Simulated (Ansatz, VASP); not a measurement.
# Ti: VASP beside Ansatz

The input POSCAR:

```
Ti
1.0
    2.8666000000      0.0000000000      0.0000000000
   -1.4333000000      2.4825484225      0.0000000000
    0.0000000000      0.0000000000      4.4529000000
Ti
2
Direct
    0.3333333333      0.6666666667      0.2500000000
    0.6666666667      0.3333333333      0.7500000000
```

Contents of INCAR.step1:

```
PREC     = Accurate       # precision mode
ENCUT    = 520            # plane-wave cutoff, eV
ISMEAR   = 1              # smearing method
SIGMA    = 0.05           # smearing width, eV
LREAL    = False          # projectors in reciprocal space
LASPH    = True           # aspherical terms in the spheres
NELM     = 60             # most SCF steps
NBANDS   = 19             # bands
GGA      = PE             # functional
ALGO     = Normal         # electronic algorithm
EDIFF    = 1E-4           # SCF threshold, eV
LWAVE    = True           # write WAVECAR
LCHARG   = False          # write CHGCAR
```

Contents of INCAR.step2:

```
PREC     = Accurate       # precision mode
ENCUT    = 520            # plane-wave cutoff, eV
EDIFF    = 1E-7           # SCF threshold, eV
ISMEAR   = 1              # smearing method
SIGMA    = 0.05           # smearing width, eV
LREAL    = False          # projectors in reciprocal space
LASPH    = True           # aspherical terms in the spheres
NELM     = 60             # most SCF steps
ALGO     = Normal         # electronic algorithm
ISIF     = 2              # what is computed and relaxed
LWAVE    = False          # write WAVECAR
LCHARG   = False          # write CHGCAR
METAGGA  = R2SCAN         # meta-GGA
LMIXTAU  = True         
NBANDS   = 19             # bands
ISTART   = 1
```

File KPOINTS:

```
regular mesh
0
Gamma
  18 18 10
```

Input for Ansatz:

```yaml
crystal:
  lattice:
    - [2.8666, 0.0, 0.0]
    - [-1.4333, 2.4825484225, 0.0]
    - [0.0, 0.0, 4.4529]
  atoms:
    - { symbol: Ti, position: [0.3333333333, 0.6666666667, 0.25] }
    - { symbol: Ti, position: [0.6666666667, 0.3333333333, 0.75] }
basis:
  ecutwfc: 520.0
kpoints:
  mp_grid: { grid: [18, 18, 10] }
hamiltonian:
  xc: r2scan
scf:
  occupations: { method: cold, width: 0.05 }
output:
  forces: true
  stress: true
  eigenvalues: true
```

Alike in both runs: task single point; functional r2SCAN; k mesh 18 × 18 × 10; no spin polarisation.

```csv
,VASP,Ansatz
version,VASP 6.6.1,Ansatz 0.2.0
potentials or method,"VASP PAW PBE potentials, release 64 (Ti_sv), cutoff 520 eV","scalar-relativistic, plane waves, PAW"
occupations,"methfessel-paxton of order 1, width 0.05 eV","cold, width 0.05 eV"
valence electrons in the cell,24,24
```

Ansatz gave:

```
gap on the k mesh at the Fermi level (eV)                     : none
pressure (GPa)                                                : 12.1
traceless stress, the component that is largest in VASP (GPa) : 1.77
```

Task: Which values does VASP return?

Result: gap on the k mesh at the Fermi level (eV): none; pressure (GPa): 12.5; traceless stress, the component that is largest in VASP (GPa): 1.84.

VASP's potentials were made for PBE, not for r2SCAN. A gap of «none» marks a metal or a gap that the smearing closes.
